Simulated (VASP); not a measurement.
Fe:

```
CELL_PARAMETERS angstrom
-1.34982 1.34982 1.34982
1.34982 -1.34982 1.34982
1.34982 1.34982 -1.34982
ATOMIC_POSITIONS crystal
Fe 0.00000 0.00000 0.00000
```

Base run:

```yaml
Program: VASP 6.6.1
Functional: LDA
Potentials_or_basis: VASP PAW LDA potentials, release 64 (Fe)
Cutoff: 520 eV
k_mesh: 27 × 27 × 27
Occupations: fermi-dirac, width 0.1 eV
Spin: no spin polarisation
```

Its results: band gap on the k mesh zero (band 4 reaches 8.48 eV, above the bottom of band 5 at 6.19 eV); pressure -0.2 GPa.

Question: After a change of settings the same cell gave: band gap on the k mesh zero (band 4 reaches 7.35 eV, above the bottom of band 5 at 7.12 eV); pressure 21.5 GPa. Which change was it?
A. k mesh from 27 × 27 × 27 to 4 × 4 × 4; further incar settings from ALGO = Normal; EDIFF = 1e-06; NBANDS = 10 to ALGO = Normal; EDIFF = 1e-07; NBANDS = 10
B. k mesh from 27 × 27 × 27 to 3 × 3 × 3
C. k mesh from 27 × 27 × 27 to 17 × 17 × 17; further incar settings from ALGO = Normal; EDIFF = 1e-06; NBANDS = 10 to ALGO = Normal; EDIFF = 1e-07; NBANDS = 10
D. k mesh from 27 × 27 × 27 to 24 × 24 × 24

Answer: B.

Caveats: some runs use coarse meshes; the run has no spin polarisation, though such a crystal can be magnetic.
